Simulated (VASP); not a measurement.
Crystal: Cu3N.

```xyz
4
Lattice="3.8070 0.0000 0.0000 0.0000 3.8070 0.0000 0.0000 0.0000 3.8070" Properties=species:S:1:pos:R:3 pbc="T T T"
Cu    1.9035    0.0000    0.0000
Cu    0.0000    1.9035    0.0000
Cu    0.0000    0.0000    1.9035
N     0.0000    0.0000    0.0000
```

* Program: VASP 6.6.1
* Task: relaxation of cell and atoms
* Functional: PBEsol
* Potentials or basis: VASP PAW PBE potentials, release 64 (Cu, N)
* Cutoff: 600 eV
* k mesh: 10 × 10 × 10
* Occupations: gaussian, width 0.01 eV
* Spin: no spin polarisation

At the start: pressure -3.6 GPa; volume 13.79 Å³/atom.

Q: Where does the relaxation end?

A: Over 3 steps the energy falls by 4.4 meV/atom and the volume is 13.41 Å³/atom (-2.8 %); space group Pm-3m (No. 221, to 0.05 Å).

The path:
| step | energy change (eV) | largest force (eV/Å) | pressure (GPa) | volume (Å³) |
| --- | --- | --- | --- | --- |
| 1 | 0.0000 | 0.0000 | -3.56 | 55.18 |
| 2 | -0.0119 | 0.0000 | 2.17 | 52.76 |
| 3 | -0.0177 | 0.0000 | 0.01 | 53.62 |

Final structure:
```
CELL_PARAMETERS angstrom
3.77090 0.00000 0.00000
0.00000 3.77090 0.00000
0.00000 0.00000 3.77090
ATOMIC_POSITIONS crystal
Cu 0.50000 0.00000 0.00000
Cu 0.00000 0.50000 0.00000
Cu 0.00000 0.00000 0.50000
N 0.00000 0.00000 0.00000
```

Caveat: the PAW data sets were made with another functional, which shifts forces and pressure a little.
